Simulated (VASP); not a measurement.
Write the native input for VASP 6.6.1 that does the following.

```
Task                   : single point
Functional             : PBE
Potentials or basis    : VASP PAW PBE potentials, release 64 (K_sv, Sb, O)
Cutoff                 : 520 eV
k mesh                 : 6 × 6 × 10
Occupations            : gaussian, width 0.1 eV
Spin                   : no spin polarisation
Dipole correction      : no
Further INCAR settings : ALGO = Normal; EDIFF = 1e-06; NBANDS = 34
```

The structure of KSb2O5 lies in POSCAR:

```
KSb2O5
1.0
    6.8484595172      0.0000000000      0.0000000000
   -3.4242297586      5.9309399187      0.0000000000
    0.0000000000      0.0000000000      4.0088276053
K Sb O
1 2 5
Direct
    0.0000000000      0.0000000000      0.0000000000
    0.3333333333      0.6666666667      0.5000000000
    0.6666666667      0.3333333333      0.5000000000
    0.3333333333      0.6666666667      0.0000000000
    0.0000000000      0.5000000000      0.5000000000
    0.5000000000      0.5000000000      0.5000000000
    0.5000000000      0.0000000000      0.5000000000
    0.6666666667      0.3333333333      0.0000000000
```

The cell was built from a structure type or drawn by symmetry, and may not be a known phase.

These files were run (other wordings do the same):

INCAR

```
SYSTEM = KSb2O5
PREC = Accurate
ENCUT = 520
EDIFF = 1E-6
ISMEAR = 0
SIGMA = 0.1
LREAL = .FALSE.
LASPH = .TRUE.
NELM = 60
ALGO = Normal
ISIF = 2
LWAVE = .FALSE.
LCHARG = .FALSE.
GGA = PE
NBANDS = 34
```

KPOINTS

```
Automatic mesh
0
G
  6 6 10
  0 0 0
```

Potentials or basis: VASP PAW PBE potentials, release 64 (K_sv, Sb, O).

Launch:

```bash
$ cat potpaw_PBE.64/K_sv/POTCAR potpaw_PBE.64/Sb/POTCAR potpaw_PBE.64/O/POTCAR > POTCAR
$ mpirun -np 1 vasp_std > vasp.out
```

Results of the run:

| Item | Value |
| --- | --- |
| Pressure | -0.1 GPa |
| Band gap on the k mesh | zero (an odd number of electrons rules out a gap without spin polarisation) |

Caveat: spin-orbit coupling is left out, which moves the levels of the heavy elements; an odd number of electrons without spin polarisation forces a metal; a magnetic or distorted state may lie lower.

It took 2.8 min on 1 thread of AMD EPYC 9R45 96-Core Processor (Zen 5), on a shared host, peak memory 0.38 GiB.
